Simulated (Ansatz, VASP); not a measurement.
# Two plane-wave programs on Cr

```xyz
2
Lattice="2.7140 0.0000 0.0000 -1.3570 2.3504 0.0000 0.0000 0.0000 4.4100" Properties=species:S:1:pos:R:3 pbc="T T T"
Cr    1.3570    0.7835    3.3075
Cr    0.0000    1.5669    1.1025
```

Alike in both runs: task single point; functional PBEsol; k mesh 11 × 11 × 6; occupations fermi-dirac, width 0.05 eV; collinear spin.

|  | VASP | Ansatz |
| --- | --- | --- |
| version | VASP 6.6.1 | Ansatz 0.2.0 |
| potentials or method | VASP PAW PBE potentials, release 64 (Cr_pv) | Ansatz PAW |
| plane-wave cutoff (eV) | 520 | 420 |
| valence electrons in the cell | 24 | 28 |

```tsv
	VASP	Ansatz	Ansatz less VASP
gap on the k mesh at the Fermi level (eV)	none	none	-
net moment per atom (μB)	0.84	0.82	-0.022
size of the moment on the site where the two differ most (μB)	0.78	0.75	-0.027
```

VASP's potentials were made for PBE, not for PBEsol. Site moments also hang on the region over which each program counts them. A gap of «none» marks a metal or a gap that the smearing closes. VASP's potentials hold 24 valence electrons a cell and Ansatz's 28, so a difference there can come from the potentials and not from the codes.
